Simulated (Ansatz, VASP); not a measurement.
**One calculation of In3GaP4, two programs**

```xyz
8
Lattice="0.0000 0.0000 -5.9598 0.0000 -5.9598 0.0000 -5.9598 0.0000 0.0000" Properties=species:S:1:pos:R:3 pbc="T T T"
Ga   -5.9598   -5.9598   -5.9598
In   -2.9799   -2.9799    0.0000
In   -2.9799    0.0000   -2.9799
In   -5.9598   -2.9799   -2.9799
P    -4.5332   -1.4266   -1.4266
P    -1.4266   -4.5332   -1.4266
P    -1.4266   -1.4266   -4.5332
P    -4.5332   -4.5332   -4.5332
```

Alike in both runs: functional PBE; k mesh 3 × 3 × 3; occupations gaussian, width 0.02 eV; no spin polarisation.

Ansatz relaxed the structure, and its values are those at the end. VASP's run is a single point on that final structure, the one shown.

```csv
,VASP,Ansatz
version,VASP 6.6.1,Ansatz 0.2.0
potentials or method,"VASP PAW PBE potentials, release 64 (Ga_d, In_d, P), cutoff 520 eV","scalar-relativistic, plane waves, PAW"
valence electrons in the cell,72,72
```

|  | VASP | Ansatz | Ansatz less VASP |
| --- | --- | --- | --- |
| gap on the k mesh at the Fermi level (eV) | 0.27 | 0.27 | +0.003 |
| least direct gap on the mesh (eV) | 0.27 | 0.27 | +0.003 |
| rms of the force components (eV/Å) | 0.008 | 0.007 | -0.0015 |

The functional is the same, so the differences come from potentials, cutoffs and numerics.
